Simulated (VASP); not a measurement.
# Al (Im-3m) in VASP: settings compared, part 2 of 2

VASP 6.6.1. The steps go on from the part before.

## Step 4: Single point, PBE

This run uses another cell than the first one, of 16.12 Å³/atom, 1.194 times its volume.

Input file INCAR:

```
SYSTEM = Al
  PREC = Accurate
  ENCUT = 520
  EDIFF = 1E-6
  ISMEAR = 0
  SIGMA = 0.012
  LREAL = .FALSE.
  LASPH = .TRUE.
  NELM = 60
  ALGO = Normal
  ISIF = 2
  LWAVE = .FALSE.
  LCHARG = .TRUE.
  GGA = PE
  LELF = .TRUE.
  LVHAR = .TRUE.
  NBANDS = 8
```

Input file KPOINTS:

```
Automatic mesh
0
G
  12 12 12
  0 0 0
```

Input file POSCAR:

```
Al
1.0
   -1.5912186900      1.5912186900      1.5912186900
    1.5912186900     -1.5912186900      1.5912186900
    1.5912186900      1.5912186900     -1.5912186900
Al
1
Direct
    0.0000000000      0.0000000000      0.0000000000
```

Potentials or basis: VASP PAW PBE potentials, release 64 (Al).

Command:

```bash
$ cat potpaw_PBE.64/Al/POTCAR > POTCAR
$ mpirun -np 1 vasp_std > vasp.out
```

OUTCAR:

```text
SYSTEM = Al
   PREC = Accurate
   ENCUT = 520
   EDIFF = 1E-6
   ISMEAR = 0
   LREAL = .FALSE.
   LASPH = .TRUE.
   NELM = 60
   ISIF = 2
   GGA = PE

 ion  position               nearest neighbor table
   1  0.000  0.000  0.000-

  LATTYP: Found a body centered cubic cell.
 ALAT       =     3.1824373800

  Lattice vectors:

 A1 = (  -1.5912186900,   1.5912186900,   1.5912186900)
 A2 = (   1.5912186900,  -1.5912186900,   1.5912186900)
 A3 = (   1.5912186900,   1.5912186900,  -1.5912186900)

[... 433 lines left out ...]
  band No.  band energies     occupation
      1       4.2181      2.00000
      2       4.7597      2.00000
      3      13.2366      0.00000
      4      13.9734      0.00000
      5      22.4066      0.00000
      6      22.9839      0.00000
      7      29.4664      0.00000
      8      30.8178      0.00000

 [... further k-points ...]
[... 5 lines left out ...]
  --------------------------------------------------------------------------------------
  -------------------------------------------------------------------------------------
  Total        0.3888882      0.3888882      0.3888882      0.0000000      0.0000000     -0.0000000
  in kB       38.6621290     38.6621290     38.6621290      0.0000000      0.0000000     -0.0000000
  external PRESSURE =      38.6621290 kB  Pullay stress =       0.0000000 kB

 VOLUME and BASIS-vectors are now :
 -----------------------------------------------------------------------------
  energy-cutoff  :      520.00
  volume of cell :       16.12
      direct lattice vectors                 reciprocal lattice vectors
    -1.591218690  1.591218690  1.591218690     0.000000000  0.314224565  0.314224565
     1.591218690 -1.591218690  1.591218690     0.314224565  0.000000000  0.314224565
     1.591218690  1.591218690 -1.591218690     0.314224565  0.314224565  0.000000000

 POSITION                                       TOTAL-FORCE (eV/Angst)
 -----------------------------------------------------------------------------------
      0.00000      0.00000      0.00000        -0.000000      0.000000      0.000000
 -----------------------------------------------------------------------------------
    total drift:                                0.000000      0.000000      0.000000

  FREE ENERGIE OF THE ION-ELECTRON SYSTEM (eV)
  ---------------------------------------------------
  free  energy   TOTEN  =        -3.6355323676 eV

  energy  without entropy=       -3.6354514693  energy(sigma->0) =       -3.63549192
```

OSZICAR:

```text
N       E                     dE             d eps       ncg     rms          rms(c)
DAV:   1    -0.216337020833E+01   -0.21634E+01   -0.83543E+02  1152   0.201E+02
DAV:   2    -0.365272050941E+01   -0.14894E+01   -0.14699E+01  1616   0.194E+01
DAV:   3    -0.366041105674E+01   -0.76905E-02   -0.76905E-02  1416   0.148E+00
DAV:   4    -0.366043952180E+01   -0.28465E-04   -0.28465E-04  1696   0.803E-02
DAV:   5    -0.366043962323E+01   -0.10142E-06   -0.10193E-06  1416   0.345E-03    0.129E+00
DAV:   6    -0.364576591870E+01    0.14674E-01   -0.18678E-03  1312   0.195E-01    0.741E-01
DAV:   7    -0.363553988566E+01    0.10226E-01   -0.55954E-03  1264   0.317E-01    0.144E-01
DAV:   8    -0.363553398571E+01    0.59000E-05   -0.20494E-05  1504   0.310E-02    0.904E-03
DAV:   9    -0.363553278108E+01    0.12046E-05   -0.72462E-07  1448   0.382E-03    0.847E-04
DAV:  10    -0.363553236763E+01    0.41345E-06   -0.58433E-09   792   0.491E-04
   1 F= -.36355324E+01 E0= -.36354919E+01  d E =-.808983E-04
```

stdout:

```text
POSCAR found type information on POSCAR Al
 POSCAR found :  1 types and       1 ions
 scaLAPACK will be used
 LDA part: xc-table for (Slater+PW92), standard interpolation
 POSCAR, INCAR and KPOINTS ok, starting setup
 FFT: planning ... GRIDC
 FFT: planning ... GRID_SOFT
 FFT: planning ... GRID
 WAVECAR not read
 entering main loop
```

It took 6.1 s on 1 thread of Intel Xeon Platinum 8488C (Sapphire Rapids), shared host; peak memory 0.12 GiB.

What came out:

| Quantity | Value |
| --- | --- |
| Free energy | -3.6355 eV |
| Pressure | 3.9 GPa |

## Step 5: Single point, PBE

This run uses another cell than the first one, of 16.12 Å³/atom, 1.194 times its volume.

Input file INCAR:

```
PREC = Accurate
ENCUT = 520
EDIFF = 1E-7
ISMEAR = 0
SIGMA = 0.013000000000000001
LREAL = F
LASPH = T
NELM = 80
ALGO = Fast
ISIF = 2
LWAVE = F
LCHARG = F
GGA = PE
NBANDS = 8
```

Input file KPOINTS:

```
Automatic mesh
0
Gamma
  12 12 12
```

POSCAR is that of step 4.

Command:

```bash
$ cat potpaw_PBE.64/Al/POTCAR > POTCAR
$ mpirun -np 1 vasp_std > vasp.out
```

Run time: 8.8 s. Hardware: 1 thread of Intel Xeon Platinum 8488C (Sapphire Rapids), shared host; peak memory 0.12 GiB.

It converged, with:

| Item | Value |
| --- | --- |
| Free energy | -3.6355 eV |
| Pressure | 3.9 GPa |

Levels at points of the mesh, in eV from the Fermi level:
```csv
k point,band 1,band 2,band 3,band 4,band 5,band 6
"(0.00, 0.00, 0.00)",-11.29,13.42,13.42,13.42,15.06,15.06
"(0.50, 0.00, 0.00)",-4.40,-3.88,8.33,8.35,10.15,11.63
"(0.50, 0.50, 0.50)",1.91,1.91,1.91,2.96,2.96,5.88
```

## Step 6: The runs side by side

```tsv
level	cell	smearing	gap on the mesh (eV)	pressure (GPa)
RPBE+D3(BJ)	a = 2.598 Å, angles 109.5°, 1 atom	fermi-dirac 0.05 eV	none	-0.3
BLYP	a = 2.756 Å, angles 109.5°, 1 atom	fermi-dirac 0.05 eV	none	7.8
PBE	a = 2.756 Å, angles 109.5°, 1 atom	gaussian 0.012 eV	none	3.9
PBE	a = 2.756 Å, angles 109.5°, 1 atom	gaussian 0.013 eV	none	3.9
```

Alike in all rows: task single point; potentials or basis VASP PAW PBE potentials, release 64 (Al); no spin polarisation; k mesh 12 × 12 × 12; cutoff (eV) 520.

Caveats: the PAW data sets were made with another functional, which shifts forces and pressure a little (some runs); pairwise dispersion overbinds metals, which lowers pressure and volume (some runs).

Absolute energies hang on the potentials; compare differences alone.
